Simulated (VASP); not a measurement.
Here is a VASP 6.6.1 calculation.

POSCAR

```
NaF
1.0
    2.7934851974      0.0000000000      0.0000000000
    0.0000000000      2.7934851974      0.0000000000
    0.0000000000      0.0000000000      2.7934851974
Na F
1 1
Direct
    0.0000000000      0.0000000000      0.0000000000
    0.5000000000      0.5000000000      0.5000000000
```

Contents of INCAR.step1:

```
SYSTEM = NaF
PREC     = Accurate       ! precision mode
ENCUT    = 520            ! plane-wave cutoff, eV
ISMEAR   = 0              ! smearing method
SIGMA    = 0.01           ! smearing width, eV
LREAL    = .FALSE.        ! projectors in reciprocal space
LASPH    = .TRUE.         ! aspherical terms in the spheres
NELM     = 60             ! most SCF steps
NBANDS   = 14             ! bands
GGA      = PE             ! functional
ALGO     = Normal         ! electronic algorithm
EDIFF    = 1E-4           ! SCF threshold, eV
LWAVE    = .TRUE.         ! write WAVECAR
LCHARG   = .FALSE.        ! write CHGCAR
```

File INCAR.step2:

```
SYSTEM = NaF
PREC     = Accurate       ! precision mode
ENCUT    = 520            ! plane-wave cutoff, eV
EDIFF    = 1E-6           ! SCF threshold, eV
ISMEAR   = 0              ! smearing method
SIGMA    = 0.01           ! smearing width, eV
LREAL    = .FALSE.        ! projectors in reciprocal space
LASPH    = .TRUE.         ! aspherical terms in the spheres
NELM     = 60             ! most SCF steps
ALGO     = Normal         ! electronic algorithm
ISIF     = 2              ! what is computed and relaxed
LWAVE    = .FALSE.        ! write WAVECAR
LCHARG   = .FALSE.        ! write CHGCAR
METAGGA  = R2SCAN         ! meta-GGA
LMIXTAU  = .TRUE.       
NBANDS   = 14             ! bands
ISTART   = 1
```

The input KPOINTS:

```
regular mesh
0
G
  6 6 6
  0 0 0
```

Potentials or basis: VASP PAW PBE potentials, release 64 (Na_pv, F).

The run is started by

```bash
$ cat potpaw_PBE.64/Na_pv/POTCAR potpaw_PBE.64/F/POTCAR > POTCAR
$ cp INCAR.step1 INCAR
$ mpirun -np 1 vasp_std > vasp.out
$ cp INCAR.step2 INCAR
$ mpirun -np 1 vasp_std > vasp.out
```

Task: Predict the band gap on the k mesh.

Result: 7.12 eV (least direct gap 7.45 eV).

Task: Estimate the pressure.

Result: -0.8 GPa.

Caveat: the PAW data sets were made with another functional, which shifts forces and pressure a little. A k mesh can miss the band edges.
